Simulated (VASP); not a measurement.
# Ti: single point with PBEsol

Ti:

```
Ti
1.0
     2.90044    0.00000    0.00000
    -1.45022    2.58721    0.00000
     0.00000    0.00000    4.59099
Ti
2
Direct
  0.33333 0.66667 0.25000
  0.66667 0.33333 0.75000
```

This cell differs from its parent crystal: strain +0.0300 x Voigt [0, 1, 0, 0, 0, 0].

* Program: VASP 6.6.1
* Task: single point
* Functional: PBEsol
* Potentials or basis: VASP PAW PBE potentials, release 64 (Ti_sv)
* Cutoff: 520 eV
* k mesh: 24 × 24 × 14
* Occupations: gaussian, width 0.15 eV
* Spin: no spin polarisation
* Dipole correction: no
* Further INCAR settings: ALGO = Fast; EDIFF = 1e-06; NBANDS = 19

```
Pressure               : -3.5 GPa
Largest force          : 0.079 eV/Å
Band gap on the k mesh : zero (bands 12 and 13 overlap by 1.32 eV)
```

Forces on the atoms (eV/Å):
```
Ti   0.000  0.079  0.000
Ti   0.000 -0.079  0.000
```

Stress tensor (GPa, compression positive):
```
-2.18  0.00  0.00
 0.00 -5.77  0.00
 0.00  0.00 -2.63
```

Levels at points of the mesh, in eV from the Fermi level:
```
           k point  band 10  band 11  band 12  band 13  band 14  band 15
(0.00, 0.00, 0.00)    -2.70     0.58     0.95     0.95     0.99     1.14
(0.50, 0.00, 0.00)    -2.20    -1.85    -0.60     0.31     0.73     1.32
(0.00, 0.50, 0.00)    -2.18    -1.85    -0.79     0.55     0.65     1.14
(0.00, 0.00, 0.50)    -4.32     0.15     0.15     0.48     0.48     0.80
(0.50, 0.00, 0.50)    -2.56    -0.78    -0.78     1.41     1.41     1.65
(0.00, 0.50, 0.50)    -2.59    -0.81    -0.81     1.22     1.22     1.81
```

It took 47 min on 1 thread of Oxide Virtual Turin-like Processor, on a shared host, peak memory 0.67 GiB.

Caveat: the cell differs from its parent crystal (strain +0.0300 x Voigt [0, 1, 0, 0, 0, 0]); the cell stands under tension; the PAW data sets were made with another functional, which shifts forces and pressure a little.
